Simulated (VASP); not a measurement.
# NbH (Cmme) in VASP: single point with LDA

Aim: the single point of NbH with LDA.

Everything below comes from runs of VASP 6.6.1. Logs are shortened: lines on timing, memory, paths and dates and some standing lists are left out, and cuts for length are marked.

## 1. The cell of the first run

It takes space group Cmme (No. 67, orthorhombic). Conventional cell: a = 3.691 Å, b = 4.786 Å, c = 4.804 Å, α = 90.00°, β = 90.00°, γ = 90.00°. Within 2.6 Å of Nb (site symmetry mm2) lie 4 H at 1.99 Å. Within 2.4 Å of H (site symmetry 222) lie 4 H at 1.85 to 2.39 Å and 4 Nb at 1.99 Å.

## 2. Single point, LDA

Contents of INCAR:

```
  PREC = Accurate
  ENCUT = 520
  EDIFF = 1E-7
  ISMEAR = -1
  SIGMA = 0.03
  LREAL = False
  LASPH = True
  NELM = 100
  ALGO = Normal
  ISIF = 2
  LWAVE = False
  LCHARG = False
  GGA = CA
  NBANDS = 22
```

Contents of KPOINTS:

```
regular mesh
0
Gamma
  11 11 7
```

Contents of POSCAR:

```
NbH
1.0
    1.8453665700     -2.3932005300      0.0000000000
    1.8453665700      2.3932005300      0.0000000000
    0.0000000000      0.0000000000      4.8042291500
Nb H
2 2
Direct
    0.7500000000      0.2500000000      0.2688388800
    0.2500000000      0.7500000000      0.7311611200
    0.2500000000      0.2500000000      0.0000000000
    0.7500000000      0.7500000000      0.0000000000
```

Potentials or basis: VASP PAW LDA potentials, release 64 (Nb_sv, H).

Launch:

```bash
> cat potpaw_LDA.64/Nb_sv/POTCAR potpaw_LDA.64/H/POTCAR > POTCAR
> mpirun -np 1 vasp_std > vasp.out
```

OUTCAR:

```text
PREC = Accurate
   ENCUT = 520
   EDIFF = 1E-7
   ISMEAR = -1
   LREAL = False
   LASPH = True
   NELM = 100
   ISIF = 2
   GGA = CA

 ion  position               nearest neighbor table
   1  0.750  0.250  0.269-   2 2.89   2 2.89
   2  0.250  0.750  0.731-   1 2.89   1 2.89
   3  0.250  0.250  0.000-
   4  0.750  0.750  0.000-

  LATTYP: Found a base centered orthorhombic cell.
 ALAT       =     3.6907331400
 B/A-ratio  =     1.2968699926
 C/A-ratio  =     1.3017004936

  Lattice vectors:

 A1 = (   1.8453665700,  -2.3932005300,   0.0000000000)
 A2 = (   1.8453665700,   2.3932005300,   0.0000000000)
 A3 = (   0.0000000000,   0.0000000000,   4.8042291500)

Analysis of symmetry for initial positions (statically):
=====================================================================
 Subroutine PRICEL returns:
 Original cell was already a primitive cell.

 Routine SETGRP: Setting up the symmetry group for a
 base centered orthorhombic supercell.

 Subroutine GETGRP returns: Found  8 space group operations
 (whereof  4 operations were pure point group operations)
 out of a pool of  8 trial point group operations.

The static configuration has the point symmetry C_2h.
 The point group associated with its full space group is D_2h.

Analysis of symmetry for dynamics (positions and initial velocities):
=====================================================================
 Subroutine PRICEL returns:
 Original cell was already a primitive cell.

 Routine SETGRP: Setting up the symmetry group for a
 base centered orthorhombic supercell.

 Subroutine GETGRP returns: Found  8 space group operations
 (whereof  4 operations were pure point group operations)
 out of a pool of  8 trial point group operations.

The dynamic configuration has the point symmetry C_2h.
 The point group associated with its full space group is D_2h.

 Subroutine INISYM returns: Found  8 space group operations
 (whereof  4 operations are pure point group operations),
 and found     1 'primitive' translations

----------------------------------------------------------------------------------------

                                     Primitive cell

  volume of cell :      42.4341

  direct lattice vectors                    reciprocal lattice vectors
     1.845366570 -2.393200530  0.000000000     0.270948877 -0.208925242  0.000000000
     1.845366570  2.393200530  0.000000000     0.270948877  0.208925242  0.000000000
     0.000000000  0.000000000  4.804229150     0.000000000  0.000000000  0.208149938

  length of vectors
     3.022050058  3.022050058  4.804229150     0.342144780  0.342144780  0.208149938

  position of ions in fractional coordinates (direct lattice)
     0.750000000  0.250000000  0.268838880
     0.250000000  0.750000000  0.731161120
     0.250000000  0.250000000  0.000000000
     0.750000000  0.750000000  0.000000000

  ion indices of the primitive-cell ions
   primitive index   ion index
                 1           1
                 2           2
                 3           3
                 4           4

----------------------------------------------------------------------------------------

 KPOINTS: regular mesh

Automatic generation of k-mesh.
 Grid dimensions read from file:
 generate k-points for:   11   11    7

 Generating k-lattice:

  Cartesian coordinates                     Fractional coordinates (reciprocal lattice)
     0.024631716 -0.018993204  0.000000000     0.090909091  0.000000000  0.000000000
     0.024631716  0.018993204  0.000000000     0.000000000  0.090909091  0.000000000
     0.000000000  0.000000000  0.029735705     0.000000000  0.000000000  0.142857143

  Length of vectors
     0.031104071  0.031104071  0.029735705

  Shift w.r.t. Gamma in fractional coordinates (k-lattice)
     0.000000000  0.000000000  0.000000000

 Subroutine IBZKPT returns following result:
 ===========================================

 Found    144 irreducible k-points:

 Following reciprocal coordinates:
            Coordinates               Weight
  0.000000  0.000000  0.000000      1.000000
  0.090909 -0.000000  0.000000      4.000000
  0.181818  0.000000  0.000000      4.000000
  0.272727  0.000000  0.000000      4.000000
  0.363636 -0.000000  0.000000      4.000000
  0.454545  0.000000  0.000000      4.000000
[... 16 lines left out ...]
 -0.272727  0.181818  0.000000      4.000000
 -0.181818  0.181818  0.000000      2.000000
 [... further k-points ...]
   k-points           NKPTS =    144   k-points in BZ     NKDIM =    144   number of bands    NBANDS=     22
   number of dos      NEDOS =    301   number of ions     NIONS =      4
   total plane-waves  NPLWV =  20736
   dimension x,y,z NGX =    24 NGY =   24 NGZ =   36
   dimension x,y,z NGXF=    48 NGYF=   48 NGZF=   72
   ions per type =               2   2
   NGX,Y,Z   is equivalent  to a cutoff of  13.20, 13.20, 12.46 a.u.
   NGXF,Y,Z  is equivalent  to a cutoff of  26.41, 26.41, 24.91 a.u.
 SYSTEM =  unknown system
   PREC   = accura    normal or accurate (medium, high low for compatibility)
   ISTART =      0    job   : 0-new  1-cont  2-samecut
   ICHARG =      2    charge: 1-file 2-atom 10-const
   ISPIN  =      1    spin polarized calculation?
   LNONCOLLINEAR =      F non collinear calculations
   LSORBIT =      F    spin-orbit coupling
   LASPH  =      T    aspherical Exc in radial PAW
   ENCUT  =  520.0 eV  38.22 Ry    6.18 a.u.   5.62  5.62  8.93*2*pi/ulx,y,z
   NELM   =    100;   NELMIN=  2; NELMDL= -5     # of ELM steps
   EDIFF  = 0.1E-06   stopping-criterion for ELM
   LREAL  =      F    real-space projection
   EDIFFG = 0.1E-05   stopping-criterion for IOM
   NSW    =      0    number of steps for IOM
   IBRION =     -1    ionic relax: 0-MD 1-quasi-New 2-CG
   NFREE  =      0    steps in history (QN), initial steepest desc. (CG)
   ISIF   =      2    stress and relaxation
   ISYM   =      2    0-nonsym 1-usesym 2-fastsym
   POTIM  = 0.5000    time-step for ionic-motion
   TEBEG  =    0.0;   TEEND  =   0.0 temperature during run
   PSTRESS=    0.0 pullay stress
   NELECT =      28.0000    total number of electrons
   NUPDOWN=      -1.0000    fix difference up-down
   EMIN   =  10.00;   EMAX   =-10.00  energy-range for DOS
   EFERMI =   0.00;   METHOD = LEGACY
   ISMEAR =    -1;   SIGMA  =   0.03  broadening in eV -4-tet -1-fermi 0-gaus
   EFERMI_NEDOS =   21; number of points for ismear=-14 and -15
   IALGO  =     38    algorithm
   IMIX   =      4    mixing-type and parameters
     AMIX     =   0.40;   BMIX     =  1.00
     AMIX_MAG =   1.60;   BMIX_MAG =  1.00
  volume/ion in A,a.u.               =      10.61        71.59
  Fermi-wavevector in a.u.,A,eV,Ry     =   1.425243  2.693319 27.637768  2.031319
  Thomas-Fermi vector in A             =   2.545648
   LORBIT       =      0    0 simple, 1 ext, 2 COOP (PROOUT), +10 PAW based schemes
   GGA     = CA    functional components
   LHFCALC =     F    Hartree Fock is set to
   AEXX    =    0.0000 exact exchange contribution
   IVDW    =     0    specifies the selected vdW correction
   LEPSILON=     F    determine dielectric tensor
   LRPA    =     F    only Hartree local field effects (RPA)
 non-spin polarized calculation
  energy-cutoff  :      520.00
  volume of cell :       42.43
 maximum number of plane-waves:      1159
   NGX = 11   NGY = 11   NGZ = 17

 number of electron      27.9999998 magnetization

 Free energy of the ion-electron system (eV)
  ---------------------------------------------------
  ext. energy  EPLUGINS =         0.00000000
  ---------------------------------------------------
  free energy    TOTEN  =       -30.33828550 eV

  energy without entropy =      -30.33544510  energy(sigma->0) =      -30.33686530

 E-fermi :  10.1646     XC(G=0): -12.3996

 val. band max:       10.1440464263   @ k =   0.2727   0.1818   0.0000
 cond. band min:      10.1832546265   @ k =  -0.1818   0.1818   0.4286
 fundamental gap:      0.0392082002
 Fermi energy:        10.1646370603

 k-point     1 :       0.0000    0.0000    0.0000
  band No.  band energies     occupation
      1     -44.7045      2.00000
      2     -44.5456      2.00000
      3     -21.3796      2.00000
      4     -20.7643      2.00000
      5     -20.4979      2.00000
      6     -20.4617      2.00000
[... 14 lines left out ...]
     21      14.6846      0.00000
     22      18.6159      0.00000

 k-point     2 :       0.0909   -0.0000    0.0000
  band No.  band energies     occupation
      1     -44.6965      2.00000
      2     -44.5439      2.00000
      3     -21.3563      2.00000
      4     -20.7853      2.00000
      5     -20.5235      2.00000
      6     -20.4878      2.00000
[... 14 lines left out ...]
     21      14.8534      0.00000
     22      18.4048      0.00000

 k-point     3 :       0.1818    0.0000    0.0000
  band No.  band energies     occupation
      1     -44.6742      2.00000
      2     -44.5401      2.00000
      3     -21.2899      2.00000
      4     -20.8630      2.00000
      5     -20.6328      2.00000
      6     -20.5618      2.00000
[... 14 lines left out ...]
     21      15.6685      0.00000
     22      18.0756      0.00000

 k-point     4 :       0.2727    0.0000    0.0000
  band No.  band energies     occupation
      1     -44.6423      2.00000
      2     -44.5377      2.00000
      3     -21.1921      2.00000
      4     -20.9904      2.00000
      5     -20.8193      2.00000
      6     -20.5928      2.00000
[... 14 lines left out ...]
     21      16.2934      0.00000
     22      18.2562      0.00000

 k-point     5 :       0.3636   -0.0000    0.0000
  band No.  band energies     occupation
      1     -44.6074      2.00000
      2     -44.5409      2.00000
      3     -21.1114      2.00000
      4     -21.1063      2.00000
      5     -20.9575      2.00000
      6     -20.6659      2.00000
[... 417 lines left out ...]
 k-point    22 :      -0.3636    0.1818    0.0000
  band No.  band energies     occupation
      1     -44.6108      2.00000
      2     -44.5082      2.00000
      3     -21.1337      2.00000
      4     -21.0880      2.00000
      5     -21.0187      2.00000
      6     -20.6853      2.00000
[... 14 lines left out ...]
     21      17.4249      0.00000
     22      18.2378      0.00000

 k-point    23 :      -0.2727    0.1818    0.0000
  band No.  band energies     occupation
      1     -44.6386      2.00000
      2     -44.5118      2.00000
      3     -21.2153      2.00000
      4     -20.9741      2.00000
      5     -20.8681      2.00000
      6     -20.6873      2.00000
[... 14 lines left out ...]
     21      16.1530      0.00000
     22      18.2437      0.00000

 k-point    24 :      -0.1818    0.1818    0.0000
  band No.  band energies     occupation
      1     -44.6619      2.00000
      2     -44.5213      2.00000
      3     -21.2772      2.00000
      4     -20.8852      2.00000
      5     -20.7184      2.00000
      6     -20.6513      2.00000
[... 14 lines left out ...]
     21      15.7826      0.00000
     22      18.2694      0.00000

 [... further k-points ...]

------------------------ aborting loop because EDIFF is reached ----------------------------------------

  FORCE on cell =-STRESS in cart. coord.  units (eV):
  Direction    XX          YY          ZZ          XY          YZ          ZX
  --------------------------------------------------------------------------------------
  -------------------------------------------------------------------------------------
  Total       -2.7037444     -2.6161885     -2.7286492      0.0000000      0.0000000      0.0000000
  in kB     -102.0847267    -98.7788974   -103.0250527      0.0000000      0.0000000      0.0000000
  external PRESSURE =    -101.2962256 kB  Pullay stress =       0.0000000 kB

 VOLUME and BASIS-vectors are now :
 -----------------------------------------------------------------------------
  energy-cutoff  :      520.00
  volume of cell :       42.43
      direct lattice vectors                 reciprocal lattice vectors
     1.845366570 -2.393200530  0.000000000     0.270948877 -0.208925242  0.000000000
     1.845366570  2.393200530  0.000000000     0.270948877  0.208925242  0.000000000
     0.000000000  0.000000000  4.804229150     0.000000000  0.000000000  0.208149938

 POSITION                                       TOTAL-FORCE (eV/Angst)
 -----------------------------------------------------------------------------------
      1.84537     -1.19660      1.29156        -0.000000     -0.000000     -0.027338
      1.84537      1.19660      3.51267         0.000000     -0.000000      0.027338
      0.92268      0.00000      0.00000        -0.000000      0.000000      0.000000
      2.76805      0.00000      0.00000        -0.000000     -0.000000      0.000000
 -----------------------------------------------------------------------------------
    total drift:                                0.000000      0.000000      0.000000

  FREE ENERGIE OF THE ION-ELECTRON SYSTEM (eV)
  ---------------------------------------------------
  free  energy   TOTEN  =       -30.3382855048 eV

  energy  without entropy=      -30.3354450967  energy(sigma->0) =      -30.33686530
```

Run time: 58 s. Hardware: 1 thread of Intel Xeon Platinum 8488C (Sapphire Rapids), shared host; peak memory 0.22 GiB.

What came out:

```yaml
Free_energy: -30.3383 eV
Pressure: -10.1 GPa
Largest_force: 0.027 eV/Å
Band_gap_on_the_k_mesh: zero (band 14 reaches 12.04 eV, above the bottom of band 15 at 9.58 eV)
```

Forces in eV/Å, atoms in the order of the input:
```
Nb   0.000  0.000 -0.027
Nb   0.000  0.000  0.027
H    0.000  0.000  0.000
H    0.000  0.000  0.000
```

Stress tensor (GPa, compression positive):
```
-10.21   0.00   0.00
  0.00  -9.88   0.00
  0.00   0.00 -10.30
```
